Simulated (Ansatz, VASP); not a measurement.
**One calculation of BiTe, two programs**

Contents of INCAR:

```
ALGO = Normal
EDIFF = 1E-6
ENCUT = 520
GGA = PE
ISIF = 2
ISMEAR = 0
LASPH = True
LCHARG = False
LREAL = False
LWAVE = False
NBANDS = 18
NELM = 80
PREC = Accurate
SIGMA = 0.15
```

The input KPOINTS:

```
k-points
0
Gamma
  12 12 12
```

POSCAR

```
BiTe
1.0
    0.0000000000      3.2511939987      3.4030247584
    3.2511939987      0.0000000000      3.4030247584
    3.2511939987      3.2511939987      0.0000000000
Bi Te
1 1
Direct
    0.0203484414      0.0203484414     -0.0203484414
    0.4666737820      0.4666737820      0.5333262180
```

Input for Ansatz:

```yaml
crystal:
  lattice:
    - [0.0, 3.2511939987, 3.4030247584]
    - [3.2511939987, 0.0, 3.4030247584]
    - [3.2511939987, 3.2511939987, 0.0]
  atoms:
    - { symbol: Bi, position: [0.0203484414, 0.0203484414, -0.0203484414] }
    - { symbol: Te, position: [0.466673782, 0.466673782, 0.533326218] }
basis:
  ecutwfc: 420
kpoints:
  mp_grid: { grid: [12, 12, 12] }
hamiltonian:
  xc: pbe
scf:
  occupations: { method: gaussian, width: 0.15 }
output:
  forces: true
  stress: true
  eigenvalues: true
```

Change from the starting cell: mode 6 frozen in at -0.217 Å, normal strain along z +0.0467.

Alike in both runs: task single point; functional PBE; k mesh 12 × 12 × 12; occupations gaussian, width 0.15 eV; no spin polarisation.

```csv
,VASP,Ansatz
version,VASP 6.6.1,Ansatz 0.2.0
potentials or method,"VASP PAW PBE potentials, release 64 (Bi_d, Te), cutoff 520 eV","scalar-relativistic, plane waves, PAW"
valence electrons in the cell,21,31
```

```csv
,VASP,Ansatz,Ansatz less VASP
gap on the k mesh at the Fermi level (eV),none,none,-
pressure (GPa),-0.2,-0.2,+0.05
"traceless stress, the component that is largest in VASP (GPa)",-0.35,-0.37,-0.022
rms of the force components (eV/Å),0.311,0.309,-0.0023
```

Atom by atom the forces differ by 0.002 eV/Å (rms over components). A gap of «none» marks a metal or a gap that the smearing closes. VASP's potentials hold 21 valence electrons a cell and Ansatz's 31, so a difference there can come from the potentials and not from the codes.

Neither program's run includes spin-orbit coupling.
